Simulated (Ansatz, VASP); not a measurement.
**Two plane-wave programs on Si**

The input INCAR:

```
SYSTEM = Si
  ALGO = Normal
  EDIFF = 1E-7
  ENCUT = 520
  GGA = PE
  ISIF = 2
  ISMEAR = -1
  LASPH = .True.
  LCHARG = .True.
  LELF = .True.
  LREAL = .False.
  LVHAR = .True.
  LWAVE = .False.
  NBANDS = 11
  NELM = 80
  PREC = Accurate
  SIGMA = 0.02
```

KPOINTS

```
k-points
0
Gamma
  8 8 8
  0 0 0
```

File POSCAR:

```
Si
1.0
    0.0000000000      2.7104146232      2.7221197381
    2.7104146232      0.0000000000      2.7221197381
    2.7104146232      2.7104146232      0.0000000000
Si
2
Direct
    0.2500000000      0.2500000000      0.2500000000
    0.0000000000      0.0000000000      0.0000000000
```

Input for Ansatz:

```yaml
crystal:
  lattice:
    - [0.0, 2.7104146232, 2.7221197381]
    - [2.7104146232, 0.0, 2.7221197381]
    - [2.7104146232, 2.7104146232, 0.0]
  atoms:
    - { symbol: Si, position: [0.25, 0.25, 0.25] }
    - { symbol: Si, position: [0.0, 0.0, 0.0] }
kpoints:
  mp_grid: { grid: [8, 8, 8] }
  band_path:
    path:
      - [0.0, 0.0, 0.0]
      - [0.5, 0.0, 0.5]
      - [0.625, 0.25, 0.625]
      - [0.375, 0.375, 0.75]
      - [0.5, 0.5, 0.5]
      - [0.5, 0.25, 0.75]
      - [0.0, 0.421875, 0.421875]
    npoints: 1
hamiltonian:
  xc: pbe
scf:
  occupations: { method: fermi_dirac, width: 0.02 }
  n_extra_bands: 4
output:
  forces: true
  stress: true
  eigenvalues: true
  write_density: true
  write_potential: true
  elf: true
  volumetric_format: npy
```

Change from the starting cell: biaxial_xy strain -0.4%.

Alike in both runs: task single point; functional PBE; k mesh 8 × 8 × 8; occupations fermi-dirac, width 0.02 eV; no spin polarisation.

|  | VASP | Ansatz |
| --- | --- | --- |
| version | VASP 6.6.1 | Ansatz 0.2.0 |
| potentials or method | VASP PAW PBE potentials, release 64 (Si) | plane waves, PAW |
| plane-wave cutoff (eV) | 520 | 420 |
| valence electrons in the cell | 8 | 8 |

```csv
,VASP,Ansatz,Ansatz less VASP
pressure (GPa),2.1,2.1,+0.08
"traceless stress, the component that is largest in VASP (GPa)",-0.28,-0.28,+0.001
```

With one functional, cell and mesh, what is left measures potentials, basis and numerics.
